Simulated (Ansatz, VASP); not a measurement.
## ZrS: VASP beside Ansatz

```xyz
2
Lattice="0.0000 2.6578 2.6578 2.6250 0.0328 2.6250 2.6250 2.6250 0.0328" Properties=species:S:1:pos:R:3 pbc="T T T"
Zr    0.0000    0.0000    0.0000
S     2.6250    2.6578    2.6578
```

Change from the starting cell: strain +0.0250 x Voigt [0, 0, 0, 1, 0, 0], atoms carried along.

Alike in both runs: task single point; functional r2SCAN; k mesh 16 × 16 × 16; occupations gaussian, width 0.15 eV; no spin polarisation.

|  | VASP | Ansatz |
| --- | --- | --- |
| version | VASP 6.6.1 | Ansatz 0.2.0 |
| potentials or method | VASP PAW PBE potentials, release 64 (Zr_sv, S), cutoff 520 eV | scalar-relativistic, plane waves, PAW |
| valence electrons in the cell | 18 | 18 |

|  | VASP | Ansatz | Ansatz less VASP |
| --- | --- | --- | --- |
| gap on the k mesh at the Fermi level (eV) | none | none | - |
| pressure (GPa) | -2.0 | -2.0 | +0.01 |
| traceless stress, the component that is largest in VASP (GPa) | -0.75 | -0.77 | -0.012 |

VASP's potentials were made for PBE, not for r2SCAN. A gap of «none» marks a metal or a gap that the smearing closes. With one functional, cell and mesh, what is left measures potentials, basis and numerics.
